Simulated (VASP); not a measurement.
# Co (P-3m1) in VASP: a series of runs, part 2 of 2

VASP 6.6.1. Earlier steps stand in the parts before.

## 3. Single point, PBEsol, collinear spin, ferromagnetic start

Input file INCAR:

```
PREC = Accurate ; ENCUT = 520
EDIFF = 1E-6 ; ISMEAR = -1
SIGMA = 0.1 ; LREAL = False
LASPH = True ; NELM = 150
ALGO = Normal ; ISIF = 2
LWAVE = False ; LCHARG = True
ISPIN = 2 ; MAGMOM = 3 3
LORBIT = 11 ; LMAXMIX = 4
GGA = PS ; LELF = True
LVHAR = True ; NBANDS = 20
```

Input file KPOINTS:

```
regular mesh
0
Gamma
  13 13 7
```

Input file POSCAR:

```
Co
1.0
    2.4873648700      0.0000000000      0.0000000000
   -1.2436824400      2.1541211700      0.0000000000
    0.0000000000      0.0000000000      4.0632895000
Co
2
Direct
    0.6666666667      0.3333333333      0.2598610000
    0.3333333333      0.6666666667      0.7401390000
```

Potentials or basis: VASP PAW PBE potentials, release 64 (Co).

The run is started by

```bash
cat potpaw_PBE.64/Co/POTCAR > POTCAR
mpirun -np 1 vasp_std > vasp.out
```

OUTCAR:

```text
PREC = Accurate
   ENCUT = 520
   EDIFF = 1E-6
   ISMEAR = -1
   LREAL = False
   LASPH = True
   NELM = 150
   ISIF = 2
   ISPIN = 2
   LORBIT = 11
   GGA = PS

 ion  position               nearest neighbor table
   1  0.667  0.333  0.260-   2 2.42   2 2.42   2 2.42   2 2.55   2 2.55   2 2.55
   2  0.333  0.667  0.740-   1 2.42   1 2.42   1 2.42   1 2.55   1 2.55   1 2.55

  LATTYP: Found a hexagonal cell.
 ALAT       =     2.4873648700
 C/A-ratio  =     1.6335719576

  Lattice vectors:

 A1 = (   2.4873648700,   0.0000000000,   0.0000000000)
 A2 = (  -1.2436824400,   2.1541211700,   0.0000000000)
 A3 = (   0.0000000000,   0.0000000000,   4.0632895000)

Analysis of symmetry for initial positions (statically):
=====================================================================
 Subroutine PRICEL returns:
 Original cell was already a primitive cell.

 Routine SETGRP: Setting up the symmetry group for a
 hexagonal supercell.

 Subroutine GETGRP returns: Found 12 space group operations
 (whereof 12 operations were pure point group operations)
 out of a pool of 24 trial point group operations.

The static configuration has the point symmetry D_3d.

Analysis of symmetry for dynamics (positions and initial velocities):
=====================================================================
 Subroutine PRICEL returns:
 Original cell was already a primitive cell.

 Routine SETGRP: Setting up the symmetry group for a
 hexagonal supercell.

 Subroutine GETGRP returns: Found 12 space group operations
 (whereof 12 operations were pure point group operations)
 out of a pool of 24 trial point group operations.

The dynamic configuration has the point symmetry D_3d.

Analysis of structural, dynamic, and magnetic symmetry:
=====================================================================
 Subroutine PRICEL returns:
 Original cell was already a primitive cell.

 Routine SETGRP: Setting up the symmetry group for a
 hexagonal supercell.

 Subroutine GETGRP returns: Found 12 space group operations
[... 138 lines left out ...]
   NGX =  9   NGY =  9   NGZ = 15

 number of electron      17.9999996 magnetization       3.2082236

 Free energy of the ion-electron system (eV)
  ---------------------------------------------------
  ext. energy  EPLUGINS =         0.00000000
  ---------------------------------------------------
  free energy    TOTEN  =       -15.44553667 eV

  energy without entropy =      -15.38741073  energy(sigma->0) =      -15.41647370

 E-fermi :  10.0378     XC(G=0): -13.5549

 val. band max:       10.0320668704   @ k =   0.0769   0.0769   0.2857
 cond. band min:      10.0382780577   @ k =  -0.0769   0.3077   0.1429
 fundamental gap:      0.0062111872
 Fermi energy:        10.0378297639

 spin component 1

 k-point     1 :       0.0000    0.0000    0.0000
  band No.  band energies     occupation
      1       1.0713      1.00000
      2       4.8711      1.00000
      3       7.3916      1.00000
      4       7.4462      1.00000
      5       7.4462      1.00000
      6       7.7394      1.00000
[... 541 lines left out ...]
     19      37.3061      0.00000
     20      38.0205      0.00000

 [... further k-points ...]

 spin component 2

 k-point     1 :       0.0000    0.0000    0.0000
  band No.  band energies     occupation
      1       1.1299      1.00000
      2       5.8099      1.00000
      3       8.9578      0.99998
      4       9.0611      0.99994
      5       9.0611      0.99994
      6       9.3779      0.99864
[... 541 lines left out ...]
     19      37.4545      0.00000
     20      38.3272      0.00000

 [... further k-points ...]
[... 5 lines left out ...]
  --------------------------------------------------------------------------------------
  -------------------------------------------------------------------------------------
  Total       -1.3123064     -1.3123064     -1.5282847      0.0000000     -0.0000000     -0.0000000
  in kB      -96.5736004    -96.5736008   -112.4676071      0.0000002     -0.0000000     -0.0000000
  external PRESSURE =    -101.8716028 kB  Pullay stress =       0.0000000 kB

 VOLUME and BASIS-vectors are now :
 -----------------------------------------------------------------------------
  energy-cutoff  :      520.00
  volume of cell :       21.77
      direct lattice vectors                 reciprocal lattice vectors
     2.487364870  0.000000000  0.000000000     0.402031890  0.232113220  0.000000000
    -1.243682440  2.154121170  0.000000000     0.000000000  0.464226439  0.000000000
     0.000000000  0.000000000  4.063289500     0.000000000  0.000000000  0.246106018

 POSITION                                       TOTAL-FORCE (eV/Angst)
 -----------------------------------------------------------------------------------
      1.24368      0.71804      1.05589         0.000000     -0.000000     -0.459646
     -0.00000      1.43608      3.00740        -0.000000      0.000000      0.459646
 -----------------------------------------------------------------------------------
    total drift:                                0.000000     -0.000000     -0.000000

  FREE ENERGIE OF THE ION-ELECTRON SYSTEM (eV)
  ---------------------------------------------------
  free  energy   TOTEN  =       -15.4455366664 eV

  energy  without entropy=      -15.3874107266  energy(sigma->0) =      -15.41647370

 total charge

# of ion       s       p       d       tot
------------------------------------------
    1        0.489   0.524   7.258   8.271
    2        0.489   0.524   7.258   8.271
--------------------------------------------------
tot          0.979   1.048  14.515  16.542

 magnetization (x)

# of ion       s       p       d       tot
------------------------------------------
    1       -0.015  -0.051   1.685   1.619
    2       -0.015  -0.051   1.685   1.619
--------------------------------------------------
tot         -0.029  -0.102   3.369   3.238
```

OSZICAR:

```text
N       E                     dE             d eps       ncg     rms          rms(c)
DAV:   1     0.846318744590E+02    0.84632E+02   -0.83868E+03 10592   0.125E+03
DAV:   2    -0.129165651130E+02   -0.97548E+02   -0.87914E+02 10248   0.217E+02
DAV:   3    -0.173582789762E+02   -0.44417E+01   -0.42994E+01 11492   0.565E+01
DAV:   4    -0.174245657105E+02   -0.66287E-01   -0.66243E-01 12416   0.604E+00
DAV:   5    -0.174264634070E+02   -0.18977E-02   -0.18976E-02 11540   0.974E-01    0.170E+01
DAV:   6    -0.159016591623E+02    0.15248E+01   -0.83475E+00 11448   0.592E+01    0.668E+00
DAV:   7    -0.154873422025E+02    0.41432E+00   -0.12924E+00 11684   0.214E+01    0.378E+00
DAV:   8    -0.154618855492E+02    0.25457E-01   -0.17303E-02 14704   0.150E+00    0.151E+00
DAV:   9    -0.154474985857E+02    0.14387E-01   -0.28177E-03 16488   0.904E-01    0.491E-01
DAV:  10    -0.154455780533E+02    0.19205E-02   -0.56543E-04 12820   0.270E-01    0.639E-02
DAV:  11    -0.154455463536E+02    0.31700E-04   -0.36911E-05 14832   0.821E-02    0.292E-02
DAV:  12    -0.154455390435E+02    0.73101E-05   -0.45901E-06 10796   0.178E-02    0.180E-02
DAV:  13    -0.154455365652E+02    0.24783E-05   -0.12974E-06  7480   0.125E-02    0.653E-03
DAV:  14    -0.154455366664E+02   -0.10123E-06   -0.40645E-07  5456   0.537E-03
   1 F= -.15445537E+02 E0= -.15416474E+02  d E =-.581259E-01  mag=     3.2082
```

stdout:

```text
POSCAR found type information on POSCAR Co
 POSCAR found :  1 types and       2 ions
 scaLAPACK will be used
 -----------------------------------------------------------------------------
|                                                                             |
|                                                                             |
|     You enforced a specific xc type in the INCAR file but a different       |
|     I HOPE YOU KNOW WHAT YOU ARE DOING!                                     |
|                                                                             |
 -----------------------------------------------------------------------------

 LDA part: xc-table for (Slater+PW92), standard interpolation
 POSCAR, INCAR and KPOINTS ok, starting setup
 FFT: planning ... GRIDC
 FFT: planning ... GRID_SOFT
 FFT: planning ... GRID
 WAVECAR not read
 entering main loop
```

Wall time 46 s (1 thread of Intel Xeon 6975P-C (Granite Rapids), shared host); peak memory 0.19 GiB.

What came out:

```
Free energy                                           : -15.4455 eV
Pressure                                              : -10.2 GPa
Largest force                                         : 0.460 eV/Å
Net moment                                            : 3.21 μB per cell
Site moments                                          : Co +1.62 μB
Valence electrons inside the program's atomic spheres : Co 8.27
```

Forces on the atoms (eV/Å):
```
Co   0.000  0.000 -0.460
Co   0.000  0.000  0.460
```

Levels at points of the mesh, in eV from the Fermi level:
Spin up:
```tsv
k point	band 9	band 10	band 11	band 12	band 13	band 14
(0.00, 0.00, 0.00)	-1.88	-0.81	-0.81	-0.23	6.11	22.00
```
Spin down:
```csv
k point,band 3,band 4,band 5,band 6,band 7,band 8,band 9,band 10,band 11,band 12
"(0.00, 0.00, 0.00)",-1.08,-0.98,-0.98,-0.66,-0.66,-0.19,-0.11,-0.11,1.05,1.05
```

Caveat: the PAW data sets were made with another functional, which shifts forces and pressure a little.

## 4. Single point, PBEsol, collinear spin, antiferromagnetic start

Input file INCAR:

```
SYSTEM = Co
  ALGO = Normal
  EDIFF = 1E-6
  ENCUT = 520
  GGA = PS
  ISIF = 2
  ISMEAR = -1
  ISPIN = 2
  LASPH = .True.
  LCHARG = .True.
  LELF = .True.
  LMAXMIX = 4
  LORBIT = 11
  LREAL = .False.
  LVHAR = .True.
  LWAVE = .False.
  MAGMOM = 3 -3
  NBANDS = 20
  NELM = 150
  PREC = Accurate
  SIGMA = 0.1
```

Input file KPOINTS:

```
k-points
0
Gamma
  13 13 7
  0 0 0
```

POSCAR is that of step 3.

Potentials or basis: VASP PAW PBE potentials, release 64 (Co).

The run is started by

```bash
cat potpaw_PBE.64/Co/POTCAR > POTCAR
mpirun -np 1 vasp_std > vasp.out
```

OUTCAR:

```text
SYSTEM = Co
   EDIFF = 1E-6
   ENCUT = 520
   GGA = PS
   ISIF = 2
   ISMEAR = -1
   ISPIN = 2
   LASPH = .True.
   LORBIT = 11
   LREAL = .False.
   NELM = 150
   PREC = Accurate

 ion  position               nearest neighbor table
   1  0.667  0.333  0.260-   2 2.42   2 2.42   2 2.42   2 2.55   2 2.55   2 2.55
   2  0.333  0.667  0.740-   1 2.42   1 2.42   1 2.42   1 2.55   1 2.55   1 2.55

  LATTYP: Found a hexagonal cell.
 ALAT       =     2.4873648700
 C/A-ratio  =     1.6335719576

  Lattice vectors:

 A1 = (   2.4873648700,   0.0000000000,   0.0000000000)
 A2 = (  -1.2436824400,   2.1541211700,   0.0000000000)
 A3 = (   0.0000000000,   0.0000000000,   4.0632895000)

Analysis of symmetry for initial positions (statically):
=====================================================================
 Subroutine PRICEL returns:
 Original cell was already a primitive cell.

 Routine SETGRP: Setting up the symmetry group for a
 hexagonal supercell.

 Subroutine GETGRP returns: Found 12 space group operations
 (whereof 12 operations were pure point group operations)
 out of a pool of 24 trial point group operations.

The static configuration has the point symmetry D_3d.

[... 742 lines left out ...]
      1       1.0899      1.00000
      2       5.2854      1.00000
      3       7.9938      1.00000
      4       7.9938      1.00000
      5       8.1014      1.00000
      6       8.6531      1.00000
[... 541 lines left out ...]
     19      37.3650      0.00000
     20      38.1523      0.00000

 [... further k-points ...]
[... 5 lines left out ...]
  --------------------------------------------------------------------------------------
  -------------------------------------------------------------------------------------
  Total       -2.3732144     -2.3732144     -2.6738073      0.0000000      0.0000000     -0.0000000
  in kB     -174.6466150   -174.6466157   -196.7674669      0.0000004      0.0000000     -0.0000000
  external PRESSURE =    -182.0202325 kB  Pullay stress =       0.0000000 kB

 VOLUME and BASIS-vectors are now :
 -----------------------------------------------------------------------------
  energy-cutoff  :      520.00
  volume of cell :       21.77
      direct lattice vectors                 reciprocal lattice vectors
     2.487364870  0.000000000  0.000000000     0.402031890  0.232113220  0.000000000
    -1.243682440  2.154121170  0.000000000     0.000000000  0.464226439  0.000000000
     0.000000000  0.000000000  4.063289500     0.000000000  0.000000000  0.246106018

 POSITION                                       TOTAL-FORCE (eV/Angst)
 -----------------------------------------------------------------------------------
      1.24368      0.71804      1.05589         0.000000     -0.000000     -0.526494
     -0.00000      1.43608      3.00740        -0.000000      0.000000      0.526494
 -----------------------------------------------------------------------------------
    total drift:                                0.000000     -0.000000     -0.000000

  FREE ENERGIE OF THE ION-ELECTRON SYSTEM (eV)
  ---------------------------------------------------
  free  energy   TOTEN  =       -15.0531509832 eV

  energy  without entropy=      -14.8705330006  energy(sigma->0) =      -14.96184199

 total charge

# of ion       s       p       d       tot
------------------------------------------
    1        0.483   0.518   7.268   8.270
    2        0.483   0.518   7.268   8.270
--------------------------------------------------
tot          0.967   1.037  14.536  16.540

 magnetization (x)

# of ion       s       p       d       tot
------------------------------------------
    1        0.000   0.004   0.663   0.667
    2       -0.000  -0.004  -0.663  -0.667
--------------------------------------------------
tot          0.000   0.000   0.000   0.000
```

Wall time 65 s (1 thread of Intel Xeon 6975P-C (Granite Rapids), shared host); peak memory 0.18 GiB.

What came out:

```yaml
Free_energy: -15.0532 eV
Pressure: -18.2 GPa
Largest_force: 0.526 eV/Å
Band_gap_on_the_k_mesh: zero (filled and empty bands overlap)
Net_moment: 0.00 μB per cell
Site_moments: Co +0.67, -0.67 μB
Valence_electrons_inside_the_program's_atomic_spheres: Co 8.27
```

Forces on the atoms (eV/Å):
```
Co   0.000  0.000 -0.526
Co   0.000  0.000  0.526
```

Stress tensor (GPa, compression positive):
```
-17.46   0.00   0.00
  0.00 -17.46   0.00
  0.00   0.00 -19.68
```

Caveat: the PAW data sets were made with another functional, which shifts forces and pressure a little.

## 5. Single point, PBEsol

Input file INCAR:

```
PREC = Accurate
ENCUT = 600
EDIFF = 1E-6
ISMEAR = -1
SIGMA = 0.1
LREAL = F
LASPH = T
NELM = 120
ALGO = Normal
ISIF = 2
LWAVE = F
LCHARG = F
GGA = PS
NBANDS = 24
GGA_COMPAT = F
```

Input file KPOINTS:

```
regular mesh
0
Gamma
  13 13 7
```

POSCAR is that of step 4.

Potentials or basis: VASP PAW PBE potentials, release 64 (Co_sv).

The run is started by

```bash
cat potpaw_PBE.64/Co_sv/POTCAR > POTCAR
mpirun -np 1 vasp_std > vasp.out
```

It took 31 s on 1 thread of AMD EPYC 9R45 (Zen 5), shared host; peak memory 0.15 GiB.

Results (log left out):

* Free energy: -15.2043 eV
* Pressure: -23.6 GPa
* Largest force: 0.521 eV/Å
* Band gap on the k mesh: zero (band 17 reaches 12.03 eV, above the bottom of band 18 at 10.68 eV)

Forces in eV/Å, atoms in the order of the input:
```
Co   0.000  0.000 -0.521
Co   0.000  0.000  0.521
```

Stress tensor (GPa, compression positive):
```
-22.58   0.00   0.00
  0.00 -22.58   0.00
  0.00   0.00 -25.51
```

Levels at points of the mesh, in eV from the Fermi level:
| k point | band 14 | band 15 | band 16 | band 17 | band 18 | band 19 | band 20 | band 21 |
| --- | --- | --- | --- | --- | --- | --- | --- | --- |
| (0.00, 0.00, 0.00) | -1.48 | -1.48 | -0.99 | -0.99 | -0.21 | 0.12 | 0.12 | 6.61 |

Caveat: the PAW data sets were made with another functional, which shifts forces and pressure a little; the run has no spin polarisation, though such a crystal can be magnetic.

## 6. Summary

```csv
potentials or basis,spin,cutoff (eV),second run,gap on the mesh (eV),pressure (GPa),moment (μB),largest force (eV/Å)
"VASP PAW PBE potentials, release 64 (Co)",off,520,-,none,-20.4,-,0.51
"VASP PAW PBE potentials, release 64 (Co)","collinear, ferromagnetic start",520,-,none,-10.2,3.21,0.46
"VASP PAW PBE potentials, release 64 (Co)","collinear, antiferromagnetic start",520,-,none,-18.2,0.00,0.53
"VASP PAW PBE potentials, release 64 (Co_sv)",off,600,valence_matched,none,-23.6,-,0.52
```

Alike in all rows: task single point; level PBEsol; cell as given; k mesh 13 × 13 × 7; smearing fermi-dirac 0.1 eV.

Caveats: the PAW data sets were made with another functional, which shifts forces and pressure a little.

Total energies depend on the potentials used, so only differences within one code and one set of settings carry meaning.
